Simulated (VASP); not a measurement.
# La3N (Pm-3m) in VASP: further runs

The runs below take La3N through single point, relaxation of cell and atoms, with PBE.

Everything below comes from runs of VASP 6.6.1. Logs are shortened: lines on timing, memory, paths and dates and some standing lists are left out, and cuts for length are marked.

**1. The cell of the first run**

The structure is cubic, space group Pm-3m (No. 221). The conventional cell has a = 4.547 Å, b = 4.547 Å, c = 4.547 Å, α = 90.00°, β = 90.00°, γ = 90.00°. Within 4.2 Å of La (site symmetry 4/mmm) lie 8 La at 3.22 Å and 4 N at 3.22 Å. Within 4.2 Å of N (site symmetry m-3m) lie 12 La at 3.22 Å.

The cell was generated, and may not be a known phase.

**2. Single point, PBE**

INCAR

```
SYSTEM = La3N
  ALGO = Normal
  EDIFF = 1E-6
  ENCUT = 520
  GGA = PE
  ISIF = 2
  ISMEAR = 0
  LASPH = .TRUE.
  LCHARG = .FALSE.
  LREAL = .FALSE.
  LWAVE = .FALSE.
  NBANDS = 27
  NELM = 80
  PREC = Accurate
  SIGMA = 0.1
```

KPOINTS

```
k-points
0
G
  10 10 10
  0 0 0
```

POSCAR

```
La3N
1.0
    4.5474424143      0.0000000000      0.0000000000
    0.0000000000      4.5474424143      0.0000000000
    0.0000000000      0.0000000000      4.5474424143
La N
3 1
Direct
    0.0000000000      0.5000000000      0.5000000000
    0.5000000000      0.0000000000      0.5000000000
    0.5000000000      0.5000000000      0.0000000000
    0.0000000000      0.0000000000      0.0000000000
```

Potentials or basis: VASP PAW PBE potentials, release 64 (La, N).

Run with:

```console
> cat potpaw_PBE.64/La/POTCAR potpaw_PBE.64/N/POTCAR > POTCAR
> mpirun -np 1 vasp_std > vasp.out
```

OUTCAR:

```text
SYSTEM = La3N
   EDIFF = 1E-6
   ENCUT = 520
   GGA = PE
   ISIF = 2
   ISMEAR = 0
   LASPH = .TRUE.
   LREAL = .FALSE.
   NELM = 80
   PREC = Accurate

 ion  position               nearest neighbor table
   1  0.000  0.500  0.500-   2 3.22   3 3.22   3 3.22   2 3.22   2 3.22   3 3.22   3 3.22   2 3.22

   2  0.500  0.000  0.500-   1 3.22   3 3.22   3 3.22   1 3.22   3 3.22   3 3.22   1 3.22   1 3.22

   3  0.500  0.500  0.000-   1 3.22   2 3.22   1 3.22   2 3.22   2 3.22   2 3.22   1 3.22   1 3.22

   4  0.000  0.000  0.000-

  LATTYP: Found a simple cubic cell.
 ALAT       =     4.5474424143

  Lattice vectors:

 A1 = (   4.5474424143,   0.0000000000,   0.0000000000)
 A2 = (   0.0000000000,   4.5474424143,   0.0000000000)
 A3 = (   0.0000000000,   0.0000000000,   4.5474424143)

Analysis of symmetry for initial positions (statically):
=====================================================================
 Subroutine PRICEL returns:
 Original cell was already a primitive cell.

 Routine SETGRP: Setting up the symmetry group for a
 simple cubic supercell.

 Subroutine GETGRP returns: Found 48 space group operations
 (whereof 48 operations were pure point group operations)
 out of a pool of 48 trial point group operations.

The static configuration has the point symmetry O_h .

Analysis of symmetry for dynamics (positions and initial velocities):
=====================================================================
 Subroutine PRICEL returns:
 Original cell was already a primitive cell.

 Routine SETGRP: Setting up the symmetry group for a
 simple cubic supercell.

 Subroutine GETGRP returns: Found 48 space group operations
 (whereof 48 operations were pure point group operations)
 out of a pool of 48 trial point group operations.

The dynamic configuration has the point symmetry O_h .

 Subroutine INISYM returns: Found 48 space group operations
 (whereof 48 operations are pure point group operations),
 and found     1 'primitive' translations

----------------------------------------------------------------------------------------

                                     Primitive cell

[... 77 lines left out ...]
   number of dos      NEDOS =    301   number of ions     NIONS =      4
   total plane-waves  NPLWV =  46656
   dimension x,y,z NGX =    36 NGY =   36 NGZ =   36
   dimension x,y,z NGXF=    72 NGYF=   72 NGZF=   72
   ions per type =               3   1
   NGX,Y,Z   is equivalent  to a cutoff of  13.16, 13.16, 13.16 a.u.
   NGXF,Y,Z  is equivalent  to a cutoff of  26.32, 26.32, 26.32 a.u.
 SYSTEM =  La3N
   PREC   = accura    normal or accurate (medium, high low for compatibility)
   ISTART =      0    job   : 0-new  1-cont  2-samecut
   ICHARG =      2    charge: 1-file 2-atom 10-const
   ISPIN  =      1    spin polarized calculation?
   LNONCOLLINEAR =      F non collinear calculations
   LSORBIT =      F    spin-orbit coupling
   LASPH  =      T    aspherical Exc in radial PAW
   ENCUT  =  520.0 eV  38.22 Ry    6.18 a.u.   8.46  8.46  8.46*2*pi/ulx,y,z
   NELM   =     80;   NELMIN=  2; NELMDL= -5     # of ELM steps
   EDIFF  = 0.1E-05   stopping-criterion for ELM
   LREAL  =      F    real-space projection
[... 7 lines left out ...]
   TEBEG  =    0.0;   TEEND  =   0.0 temperature during run
   PSTRESS=    0.0 pullay stress
   NELECT =      38.0000    total number of electrons
   NUPDOWN=      -1.0000    fix difference up-down
   EMIN   =  10.00;   EMAX   =-10.00  energy-range for DOS
   EFERMI =   0.00;   METHOD = LEGACY
   ISMEAR =     0;   SIGMA  =   0.10  broadening in eV -4-tet -1-fermi 0-gaus
   EFERMI_NEDOS =   21; number of points for ismear=-14 and -15
   IALGO  =     38    algorithm
   IMIX   =      4    mixing-type and parameters
     AMIX     =   0.40;   BMIX     =  1.00
     AMIX_MAG =   1.60;   BMIX_MAG =  1.00
  volume/ion in A,a.u.               =      23.51       158.65
  Fermi-wavevector in a.u.,A,eV,Ry     =   1.210325  2.287183 19.931006  1.464888
  Thomas-Fermi vector in A             =   2.345876
   LORBIT       =      0    0 simple, 1 ext, 2 COOP (PROOUT), +10 PAW based schemes
   GGA     = PE    functional components
   LHFCALC =     F    Hartree Fock is set to
   AEXX    =    0.0000 exact exchange contribution
   IVDW    =     0    specifies the selected vdW correction
   LEPSILON=     F    determine dielectric tensor
   LRPA    =     F    only Hartree local field effects (RPA)
 non-spin polarized calculation
 Gauss-broadening in eV      SIGMA  =   0.10
  energy-cutoff  :      520.00
  volume of cell :       94.04
 maximum number of plane-waves:      2560
 NGX is ok and might be reduce to    36
   NGX = 17   NGY = 17   NGZ = 17

 number of electron      37.9999998 magnetization

 Free energy of the ion-electron system (eV)
  ---------------------------------------------------
  ext. energy  EPLUGINS =         0.00000000
  ---------------------------------------------------
  free energy    TOTEN  =       -21.11818005 eV

  energy without entropy =      -21.09494721  energy(sigma->0) =      -21.10656363

 E-fermi :  10.0992     XC(G=0): -10.6936

 val. band max:       10.0933879185   @ k =   0.5000   0.2000   0.2000
 cond. band min:      10.1036922448   @ k =   0.5000   0.3000   0.1000
 fundamental gap:      0.0103043262
 Fermi energy:        10.0992491383

 k-point     1 :       0.0000    0.0000    0.0000
  band No.  band energies     occupation
      1     -23.0299      2.00000
      2     -22.0419      2.00000
      3     -22.0419      2.00000
      4      -7.7897      2.00000
      5      -7.7897      2.00000
      6      -7.7897      2.00000
[... 709 lines left out ...]
     26      12.0873      0.00000
     27      12.1094      0.00000

 [... further k-points ...]
[... 5 lines left out ...]
  --------------------------------------------------------------------------------------
  -------------------------------------------------------------------------------------
  Total       -0.0123270     -0.0123270     -0.0123270      0.0000000      0.0000000     -0.0000000
  in kB       -0.2100229     -0.2100229     -0.2100229      0.0000000      0.0000000     -0.0000000
  external PRESSURE =      -0.2100229 kB  Pullay stress =       0.0000000 kB

 VOLUME and BASIS-vectors are now :
 -----------------------------------------------------------------------------
  energy-cutoff  :      520.00
  volume of cell :       94.04
      direct lattice vectors                 reciprocal lattice vectors
     4.547442414  0.000000000  0.000000000     0.219903829  0.000000000  0.000000000
     0.000000000  4.547442414  0.000000000     0.000000000  0.219903829  0.000000000
     0.000000000  0.000000000  4.547442414     0.000000000  0.000000000  0.219903829

 POSITION                                       TOTAL-FORCE (eV/Angst)
 -----------------------------------------------------------------------------------
      0.00000      2.27372      2.27372         0.000000      0.000000      0.000000
      2.27372      0.00000      2.27372         0.000000      0.000000      0.000000
      2.27372      2.27372      0.00000         0.000000      0.000000      0.000000
      0.00000      0.00000      0.00000         0.000000      0.000000      0.000000
 -----------------------------------------------------------------------------------
    total drift:                                0.000000      0.000000      0.000000

  FREE ENERGIE OF THE ION-ELECTRON SYSTEM (eV)
  ---------------------------------------------------
  free  energy   TOTEN  =       -21.1181800495 eV

  energy  without entropy=      -21.0949472142  energy(sigma->0) =      -21.10656363
```

stdout:

```text
POSCAR found type information on POSCAR LaN
 POSCAR found :  2 types and       4 ions
 scaLAPACK will be used
 LDA part: xc-table for (Slater+PW92), standard interpolation
 POSCAR, INCAR and KPOINTS ok, starting setup
 FFT: planning ... GRIDC
 FFT: planning ... GRID_SOFT
 FFT: planning ... GRID
 WAVECAR not read
 entering main loop
```

Wall time 8.4 min (1 thread of Intel Xeon 8259CL, shared host); peak memory 0.3 GiB.

What came out:

```yaml
Free_energy: -21.1182 eV
Pressure: 0.0 GPa
Band_gap_on_the_k_mesh: zero (bands 19 and 20 overlap by 2.21 eV)
```

Levels at points of the mesh, in eV from the Fermi level:
```
           k point  band 15  band 16  band 17  band 18  band 19  band 20  band 21  band 22  band 23  band 24
(0.00, 0.00, 0.00)    -1.65    -1.65    -1.65    -1.59    -1.59    -1.59    -1.39    -1.39    -0.08     1.41
(0.50, 0.00, 0.00)    -2.30    -2.30    -1.30    -1.25     0.62     0.80     0.89     0.92     1.38     1.38
(0.50, 0.50, 0.00)    -2.33    -2.33    -0.40    -0.40     0.23     1.14     1.15     1.15     1.24     1.74
(0.50, 0.50, 0.50)    -1.65    -1.65    -1.21    -1.21    -1.21    -0.36     1.13     1.37     1.37     1.46
```

Caveat: spin-orbit coupling is left out, which moves the levels of the heavy elements.

**3. Relaxation of cell and atoms, PBE**

This run uses another cell than the first one, of 23.78 Å³/atom.

INCAR

```
PREC = Accurate ; ENCUT = 600
EDIFF = 1E-6 ; ISMEAR = 0
SIGMA = 0.1 ; LREAL = F
LASPH = T ; NELM = 80
ALGO = Normal ; ISIF = 3
LWAVE = F ; LCHARG = F
GGA = PE ; IBRION = 2
NSW = 100 ; EDIFFG = -0.01
```

KPOINTS

```
Automatic mesh
0
Gamma
  10 10 10
```

POSCAR

```
La3N
1.0
    4.5646911746      0.0000000000      0.0000000000
    0.0000000000      4.5646911746      0.0000000000
    0.0000000000      0.0000000000      4.5646911746
La N
3 1
Direct
    0.0000000000      0.5000000000      0.5000000000
    0.5000000000      0.0000000000      0.5000000000
    0.5000000000      0.5000000000      0.0000000000
    0.0000000000      0.0000000000      0.0000000000
```

Potentials or basis: VASP PAW PBE potentials, release 64 (La, N).

Run with:

```console
> cat potpaw_PBE.64/La/POTCAR potpaw_PBE.64/N/POTCAR > POTCAR
> mpirun -np 1 vasp_std > vasp.out
```

Run time: 10 min. Hardware: 1 thread of Intel Xeon 8259CL, shared host; peak memory 0.32 GiB.

It converged, with:

```yaml
Free_energy: -21.1222 eV
Relaxed_volume: 23.46 Å³/atom
Relaxed_cell: a = 4.544 Å, b = 4.544 Å, c = 4.544 Å, α = 90.00°, β = 90.00°, γ = 90.00°
Space_group_after_relaxing_to_0.1_Å: Pm-3m (No. 221)
Energy_gained_by_relaxing: 0.6 meV/atom
Ionic_steps: 2
Pressure_after_relaxing: 0.1 GPa
```

The path:
| step | energy change (eV) | largest force (eV/Å) | pressure (GPa) | volume (Å³) |
| --- | --- | --- | --- | --- |
| 1 | 0.0000 | 0.0000 | -0.63 | 95.11 |
| 2 | -0.0023 | 0.0000 | 0.06 | 93.82 |

Final structure:
```
CELL_PARAMETERS angstrom
4.54395 0.00000 0.00000
0.00000 4.54395 0.00000
0.00000 0.00000 4.54395
ATOMIC_POSITIONS crystal
La 0.00000 0.50000 0.50000
La 0.50000 0.00000 0.50000
La 0.50000 0.50000 0.00000
N 0.00000 0.00000 0.00000
```

Levels at points of the mesh, in eV from the Fermi level:
| k point | band 17 | band 18 | band 19 | band 20 | band 21 | band 22 |
| --- | --- | --- | --- | --- | --- | --- |
| (0.00, 0.00, 0.00) | -1.66 | -1.59 | -1.59 | -1.59 | -1.40 | -1.40 |
| (0.50, 0.00, 0.00) | -1.30 | -1.25 | 0.62 | 0.81 | 0.89 | 0.93 |
| (0.50, 0.50, 0.00) | -0.40 | -0.40 | 0.23 | 1.14 | 1.15 | 1.15 |
| (0.50, 0.50, 0.50) | -1.21 | -1.21 | -1.21 | -0.36 | 1.13 | 1.37 |

Caveat: the highest band is partly filled, so the run has too few bands; spin-orbit coupling is left out, which moves the levels of the heavy elements.
